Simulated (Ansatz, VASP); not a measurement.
# Two plane-wave programs on Si

```
Si
1.0
     0.00000    2.71356    2.71356
     2.71356    0.00000    2.71356
     2.71356    2.71356    0.00000
Si
2
Direct
  0.75000 0.75000 0.75000
  0.49816 0.50184 0.49816
```

Alike in both runs: task single point; functional PBE; k mesh 6 × 6 × 6; no spin polarisation.

|  | VASP | Ansatz |
| --- | --- | --- |
| version | VASP 6.6.1 | Ansatz 0.2.0 |
| potentials or method | VASP PAW PBE potentials, release 64 (Si), cutoff 500 eV | plane waves, PAW |
| occupations | gaussian, width 0.01 eV | fixed |
| valence electrons in the cell | 8 | 8 |

```csv
,VASP,Ansatz,Ansatz less VASP
rms of the force components (eV/Å),0.079,0.079,+0.0002
```

Atom by atom the forces differ by 0.000 eV/Å (rms over components).
